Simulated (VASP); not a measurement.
A run of VASP 6.6.1 is set up as follows.

File INCAR:

```
SYSTEM = Sb
ALGO     = Normal         ! electronic algorithm
DIPOL    = 0.5 0.5 0.500
EDIFF    = 1E-7           ! SCF threshold, eV
ENCUT    = 520            ! plane-wave cutoff, eV
GGA      = PE             ! functional
IDIPOL   = 3            
ISIF     = 2              ! what is computed and relaxed
ISMEAR   = 0              ! smearing method
IVDW     = 12             ! dispersion correction
LASPH    = .TRUE.         ! aspherical terms in the spheres
LCHARG   = .FALSE.        ! write CHGCAR
LDIPOL   = .TRUE.       
LREAL    = .FALSE.        ! projectors in reciprocal space
LWAVE    = .FALSE.        ! write WAVECAR
NBANDS   = 12             ! bands
NELM     = 80             ! most SCF steps
PREC     = Accurate       ! precision mode
SIGMA    = 0.02           ! smearing width, eV
```

KPOINTS

```
k-points
0
G
  9 9 1
  0 0 0
```

File POSCAR:

```
Sb
1.0
    4.2314325874      0.0000000000      0.0000000000
   -2.1157162937      3.6645281151      0.0000000000
    0.0000000000      0.0000000000     28.0000000000
Sb
2
Direct
    0.3333333333      0.6666666667      0.5284381538
    0.6666666667      0.3333333333      0.4715618462
```

Potentials or basis: VASP PAW PBE potentials, release 64 (Sb).

Run with:

```console
$ cat potpaw_PBE.64/Sb/POTCAR > POTCAR
$ mpirun -np 1 vasp_std > vasp.out
```

Problem. Estimate the band gap on the k mesh.

Solution. 1.40 eV, direct.

Problem. Estimate the dispersion energy per atom.

Solution. -0.218 eV.

Forces on the atoms (eV/Å):
```
Sb   0.000  0.000  0.078
Sb   0.000  0.000 -0.078
```

Caveat: the cell differs from its parent crystal (biaxial strain +0.040, then relaxed in part); spin-orbit coupling is left out, which moves the levels of the heavy elements.
